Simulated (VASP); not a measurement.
# P (R-3m) in VASP: a series of runs

Runs on P. Level: LDA. Tasks: single point.

All numbers are computed with VASP 6.6.1; they aren't measurements. Logs are shortened: lines on timing, memory, paths and dates and some standing lists are left out, and cuts for length are marked.

## 1. The cell of the first run

It takes space group R-3m (No. 166, trigonal). Conventional cell: a = 3.644 Å, b = 3.644 Å, c = 8.425 Å, α = 90.00°, β = 90.00°, γ = 120.00°. P (site symmetry 3m) has 6 P at 2.34 to 2.76 Å within 3.1 Å.

## 2. Single point, LDA

INCAR reads:

```
SYSTEM = P
PREC     = Accurate       ! precision mode
ENCUT    = 520            ! plane-wave cutoff, eV
EDIFF    = 1E-6           ! SCF threshold, eV
ISMEAR   = 0              ! smearing method
SIGMA    = 0.15           ! smearing width, eV
LREAL    = .False.        ! projectors in reciprocal space
LASPH    = .True.         ! aspherical terms in the spheres
NELM     = 100            ! most SCF steps
ALGO     = Normal         ! electronic algorithm
ISIF     = 2              ! what is computed and relaxed
LWAVE    = .False.        ! write WAVECAR
LCHARG   = .False.        ! write CHGCAR
GGA      = CA             ! functional
NBANDS   = 12             ! bands
```

KPOINTS reads:

```
regular mesh
0
Gamma
  18 18 18
  0 0 0
```

POSCAR reads:

```
P
1.0
    1.8217914528      1.0518117857      2.8083154336
   -1.8217914528      1.0518117857      2.8083154336
    0.0000000000     -2.1036235713      2.8083154336
P
2
Direct
    0.2270802500      0.2270802500      0.2270802500
    0.7729197500      0.7729197500      0.7729197500
```

Potentials or basis: VASP PAW LDA potentials, release 64 (P).

The run is started by

```bash
$ cat potpaw_LDA.64/P/POTCAR > POTCAR
$ mpirun -np 1 vasp_std > vasp.out
```

OUTCAR:

```text
SYSTEM = P
   PREC = Accurate
   ENCUT = 520
   EDIFF = 1E-6
   ISMEAR = 0
   LREAL = .False.
   LASPH = .True.
   NELM = 100
   ISIF = 2
   GGA = CA

 ion  position               nearest neighbor table
   1  0.227  0.227  0.227-   2 2.34   2 2.34   2 2.34   2 2.76   2 2.76   2 2.76
   2  0.773  0.773  0.773-   1 2.34   1 2.34   1 2.34   1 2.76   1 2.76   1 2.76

  LATTYP: Found a trigonal (rhomboedric) cell.
 ALAT       =     3.5088271124
 COS(alpha) =     0.4608577387

  Lattice vectors:

 A1 = (   1.8217914528,   1.0518117857,   2.8083154336)
 A2 = (  -1.8217914528,   1.0518117857,   2.8083154336)
 A3 = (   0.0000000000,  -2.1036235713,   2.8083154336)

Analysis of symmetry for initial positions (statically):
=====================================================================
 Subroutine PRICEL returns:
 Original cell was already a primitive cell.

 Routine SETGRP: Setting up the symmetry group for a
 trigonal (rhombohedral) supercell.

 Subroutine GETGRP returns: Found 12 space group operations
 (whereof 12 operations were pure point group operations)
 out of a pool of 12 trial point group operations.

The static configuration has the point symmetry D_3d.

Analysis of symmetry for dynamics (positions and initial velocities):
=====================================================================
 Subroutine PRICEL returns:
 Original cell was already a primitive cell.

 Routine SETGRP: Setting up the symmetry group for a
 trigonal (rhombohedral) supercell.

 Subroutine GETGRP returns: Found 12 space group operations
 (whereof 12 operations were pure point group operations)
 out of a pool of 12 trial point group operations.

The dynamic configuration has the point symmetry D_3d.

 Subroutine INISYM returns: Found 12 space group operations
 (whereof 12 operations are pure point group operations),
 and found     1 'primitive' translations

----------------------------------------------------------------------------------------

                                     Primitive cell

  volume of cell :      32.2875

  direct lattice vectors                    reciprocal lattice vectors
     1.821791453  1.051811786  2.808315434     0.274455125  0.158456740  0.118695119
    -1.821791453  1.051811786  2.808315434    -0.274455125  0.158456740  0.118695119
     0.000000000 -2.103623571  2.808315434     0.000000000 -0.316913480  0.118695119

  length of vectors
     3.508827112  3.508827112  3.508827112     0.338412005  0.338412005  0.338412005
[... 90 lines left out ...]
   TEBEG  =    0.0;   TEEND  =   0.0 temperature during run
   PSTRESS=    0.0 pullay stress
   NELECT =      10.0000    total number of electrons
   NUPDOWN=      -1.0000    fix difference up-down
   EMIN   =  10.00;   EMAX   =-10.00  energy-range for DOS
   EFERMI =   0.00;   METHOD = LEGACY
   ISMEAR =     0;   SIGMA  =   0.15  broadening in eV -4-tet -1-fermi 0-gaus
   EFERMI_NEDOS =   21; number of points for ismear=-14 and -15
   IALGO  =     38    algorithm
   IMIX   =      4    mixing-type and parameters
     AMIX     =   0.40;   BMIX     =  1.00
     AMIX_MAG =   1.60;   BMIX_MAG =  1.00
  volume/ion in A,a.u.               =      16.14       108.94
  Fermi-wavevector in a.u.,A,eV,Ry     =   1.107636  2.093128 16.692396  1.226857
  Thomas-Fermi vector in A             =   2.244152
   LORBIT       =      0    0 simple, 1 ext, 2 COOP (PROOUT), +10 PAW based schemes
   GGA     = CA    functional components
   LHFCALC =     F    Hartree Fock is set to
   AEXX    =    0.0000 exact exchange contribution
   IVDW    =     0    specifies the selected vdW correction
   LEPSILON=     F    determine dielectric tensor
   LRPA    =     F    only Hartree local field effects (RPA)
 non-spin polarized calculation
 Gauss-broadening in eV      SIGMA  =   0.15
  energy-cutoff  :      520.00
  volume of cell :       32.29
 maximum number of plane-waves:       885
 NGX is ok and might be reduce to    28

 number of electron      10.0000001 magnetization

 Free energy of the ion-electron system (eV)
  ---------------------------------------------------
  ext. energy  EPLUGINS =         0.00000000
  ---------------------------------------------------
  free energy    TOTEN  =       -11.95290644 eV

  energy without entropy =      -11.94870975  energy(sigma->0) =      -11.95080810

 E-fermi :   8.2529     XC(G=0): -10.9275

 val. band max:        8.2429395064   @ k =   0.2222   0.1111   0.1111
 cond. band min:       8.2542119455   @ k =   0.4444   0.0000   0.0000
 fundamental gap:      0.0112724390
 Fermi energy:         8.2529051191

 k-point     1 :       0.0000    0.0000    0.0000
  band No.  band energies     occupation
      1      -7.4484      2.00000
      2       5.4078      2.00000
      3       5.4078      2.00000
      4       5.4970      2.00000
      5       7.2567      2.00000
      6      10.5903      0.00000
      7      11.4660      0.00000
      8      11.4660      0.00000
      9      14.1266      0.00000
     10      14.1266      0.00000
     11      15.8113      0.00000
     12      15.8113      0.00000
[... 331 lines left out ...]
 k-point    24 :      -0.2222    0.0556   -0.0000
  band No.  band energies     occupation
      1      -6.5374      2.00000
      2       0.8168      2.00000
      3       4.8134      2.00000
      4       7.0007      2.00000
      5       7.9308      1.99761
      6       9.8153      0.00000
      7      10.6259      0.00000
      8      11.4862      0.00000
      9      13.5751      0.00000
     10      14.7758      0.00000
     11      15.9107      0.00000
     12      19.4998      0.00000

 [... further k-points ...]

------------------------ aborting loop because EDIFF is reached ----------------------------------------

  FORCE on cell =-STRESS in cart. coord.  units (eV):
  Direction    XX          YY          ZZ          XY          YZ          ZX
  --------------------------------------------------------------------------------------
  -------------------------------------------------------------------------------------
  Total       -2.3762195     -2.3762195      0.5702780      0.0000000      0.0000000      0.0000000
  in kB     -117.9134402   -117.9134402     28.2984960      0.0000000      0.0000000      0.0000000
  external PRESSURE =     -69.1761282 kB  Pullay stress =       0.0000000 kB

 VOLUME and BASIS-vectors are now :
 -----------------------------------------------------------------------------
  energy-cutoff  :      520.00
  volume of cell :       32.29
      direct lattice vectors                 reciprocal lattice vectors
     1.821791453  1.051811786  2.808315434     0.274455125  0.158456740  0.118695119
    -1.821791453  1.051811786  2.808315434    -0.274455125  0.158456740  0.118695119
     0.000000000 -2.103623571  2.808315434     0.000000000 -0.316913480  0.118695119

 POSITION                                       TOTAL-FORCE (eV/Angst)
 -----------------------------------------------------------------------------------
      0.00000      0.00000      1.91314         0.000000      0.000000      0.489740
      0.00000      0.00000      6.51181         0.000000     -0.000000     -0.489740
 -----------------------------------------------------------------------------------
    total drift:                                0.000000     -0.000000     -0.000000

  FREE ENERGIE OF THE ION-ELECTRON SYSTEM (eV)
  ---------------------------------------------------
  free  energy   TOTEN  =       -11.9529064449 eV

  energy  without entropy=      -11.9487097545  energy(sigma->0) =      -11.95080810
```

stdout:

```text
POSCAR found type information on POSCAR P
 POSCAR found :  1 types and       2 ions
 scaLAPACK will be used
 LDA part: xc-table for (Slater(with rela. corr.)+CA(PZ))
 , standard interpolation
 POSCAR, INCAR and KPOINTS ok, starting setup
 FFT: planning ... GRIDC
 FFT: planning ... GRID_SOFT
 FFT: planning ... GRID
 WAVECAR not read
 entering main loop
```

It took 2.8 min on 1 thread of Oxide Virtual Turin-like, shared host; peak memory 0.24 GiB.

Results:

| Item | Value |
| --- | --- |
| Free energy | -11.9529 eV |
| Pressure | -6.9 GPa |
| Largest force | 0.490 eV/Å |
| Band gap on the k mesh | zero (band 5 reaches 8.76 eV, above the bottom of band 6 at 7.67 eV) |

Forces on the atoms (eV/Å):
```
P    0.000  0.000  0.490
P    0.000  0.000 -0.490
```

## 3. Single point, LDA

This run uses another cell than the first one, of the same volume but with other edges.

Changes to INCAR since step 2:

```diff
@@ -12,4 +12,5 @@
 LWAVE    = .False.        ! write WAVECAR
-LCHARG   = .False.        ! write CHGCAR
-GGA      = CA             ! functional
+LCHARG   = .True.         ! write CHGCAR
+LELF     = .True.         ! ELF
+LVHAR    = .True.       
 NBANDS   = 12             ! bands
```

KPOINTS is that of step 2.

POSCAR reads:

```
P
1.0
    1.6239695684      0.9375992675      3.5341699803
   -1.6239695684      0.9375992675      3.5341699803
    0.0000000000     -1.8751985350      3.5341699803
P
2
Direct
    0.2270802500      0.2270802500      0.2270802500
    0.7729197500      0.7729197500      0.7729197500
```

Potentials or basis: VASP PAW LDA potentials, release 64 (P).

The run is started by

```bash
$ cat potpaw_LDA.64/P/POTCAR > POTCAR
$ mpirun -np 1 vasp_std > vasp.out
```

OUTCAR:

```text
SYSTEM = P
   PREC = Accurate
   ENCUT = 520
   EDIFF = 1E-6
   ISMEAR = 0
   LREAL = .False.
   LASPH = .True.
   NELM = 100
   ISIF = 2

 ion  position               nearest neighbor table
   1  0.227  0.227  0.227-   2 2.27   2 2.27   2 2.27   2 2.93   2 2.93   2 2.93
   2  0.773  0.773  0.773-   1 2.27   1 2.27   1 2.27   1 2.93   1 2.93   1 2.93

  LATTYP: Found a trigonal (rhomboedric) cell.
 ALAT       =     4.0008407860
 COS(alpha) =     0.6704788980

  Lattice vectors:

 A1 = (   1.6239695684,   0.9375992675,   3.5341699803)
 A2 = (  -1.6239695684,   0.9375992675,   3.5341699803)
 A3 = (   0.0000000000,  -1.8751985350,   3.5341699803)

Analysis of symmetry for initial positions (statically):
=====================================================================
 Subroutine PRICEL returns:
 Original cell was already a primitive cell.

 Routine SETGRP: Setting up the symmetry group for a
 trigonal (rhombohedral) supercell.

 Subroutine GETGRP returns: Found 12 space group operations
[... 176 lines left out ...]
      2       3.4717      2.00000
      3       4.1170      2.00000
      4       7.0890      2.00000
      5       7.0890      2.00000
      6      11.3707      0.00000
      7      11.7816      0.00000
      8      11.7816      0.00000
      9      15.6333      0.00000
     10      15.6333      0.00000
     11      16.8188      0.00000
     12      16.8579      0.00000
[... 331 lines left out ...]
 k-point    24 :      -0.2222    0.0556    0.0000
  band No.  band energies     occupation
      1      -6.6470      2.00000
      2       1.5710      2.00000
      3       4.4666      2.00000
      4       5.4553      2.00000
      5       6.0686      2.00000
      6       9.7342      0.00000
      7      10.6701      0.00000
      8      11.4270      0.00000
      9      14.4024      0.00000
     10      15.7577      0.00000
     11      17.6111      0.00000
     12      20.5054      0.00000

 [... further k-points ...]

------------------------ aborting loop because EDIFF is reached ----------------------------------------

  FORCE on cell =-STRESS in cart. coord.  units (eV):
  Direction    XX          YY          ZZ          XY          YZ          ZX
  --------------------------------------------------------------------------------------
  -------------------------------------------------------------------------------------
  Total        0.6488864      0.6488864     -1.3572595      0.0000000     -0.0000000      0.0000000
  in kB       32.1992234     32.1992234    -67.3503191      0.0000000     -0.0000000      0.0000000
  external PRESSURE =      -0.9839574 kB  Pullay stress =       0.0000000 kB

 VOLUME and BASIS-vectors are now :
 -----------------------------------------------------------------------------
  energy-cutoff  :      520.00
  volume of cell :       32.29
      direct lattice vectors                 reciprocal lattice vectors
     1.623969568  0.937599267  3.534169980     0.307887543  0.177758956  0.094317290
    -1.623969568  0.937599267  3.534169980    -0.307887543  0.177758956  0.094317290
     0.000000000 -1.875198535  3.534169980     0.000000000 -0.355517911  0.094317290

 POSITION                                       TOTAL-FORCE (eV/Angst)
 -----------------------------------------------------------------------------------
      0.00000      0.00000      2.40762         0.000000     -0.000000     -0.636271
      0.00000      0.00000      8.19489         0.000000      0.000000      0.636271
 -----------------------------------------------------------------------------------
    total drift:                                0.000000      0.000000      0.000000

  FREE ENERGIE OF THE ION-ELECTRON SYSTEM (eV)
  ---------------------------------------------------
  free  energy   TOTEN  =       -11.9680208174 eV

  energy  without entropy=      -11.9630674969  energy(sigma->0) =      -11.96554416
```

Run time: 4.8 min. Hardware: 1 thread of Oxide Virtual Turin-like, shared host; peak memory 0.24 GiB.

What came out:

```
Free energy            : -11.9680 eV
Pressure               : -0.1 GPa
Largest force          : 0.636 eV/Å
Band gap on the k mesh : zero (band 5 reaches 10.24 eV, above the bottom of band 6 at 7.62 eV)
```

Forces on the atoms (eV/Å):
```
P    0.000  0.000 -0.636
P    0.000  0.000  0.636
```

Stress tensor (GPa, compression positive):
```
 3.22  0.00  0.00
 0.00  3.22  0.00
 0.00  0.00 -6.74
```
